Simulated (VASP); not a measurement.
A run of VASP 6.6.1:

Contents of INCAR:

```
SYSTEM = MgS
  PREC = Accurate
  ENCUT = 600
  EDIFF = 1E-6
  ISMEAR = 0
  SIGMA = 0.1
  LREAL = .FALSE.
  LASPH = .TRUE.
  NELM = 120
  ALGO = Normal
  ISIF = 2
  LWAVE = .FALSE.
  LCHARG = .TRUE.
  GGA = PS
  LELF = .TRUE.
  LVHAR = .TRUE.
  NBANDS = 11
  GGA_COMPAT = .FALSE.
```

Contents of KPOINTS:

```
regular mesh
0
G
  6 6 6
  0 0 0
```

The input POSCAR:

```
MgS
1.0
    0.0000000000      2.5726883694      2.5726883694
    2.5726883694      0.0000000000      2.5726883694
    2.5726883694      2.5726883694      0.0000000000
Mg S
1 1
Direct
    0.0000000000      0.0000000000      0.0000000000
    0.5000000000      0.5000000000      0.5000000000
```

Potentials or basis: VASP PAW PBE potentials, release 64 (Mg, S).

Command:

```bash
$ cat potpaw_PBE.64/Mg/POTCAR potpaw_PBE.64/S/POTCAR > POTCAR
$ mpirun -np 1 vasp_std > vasp.out
```

Hardware: 1 thread of Intel Xeon 8259CL (shared host).

**Question.** How long does it take, and how much memory?

**Answer.** Wall time 18 s on 1 thread of Intel Xeon 8259CL (shared host), peak memory 0.17 GiB. Counts: scf iterations 11, k points 16.
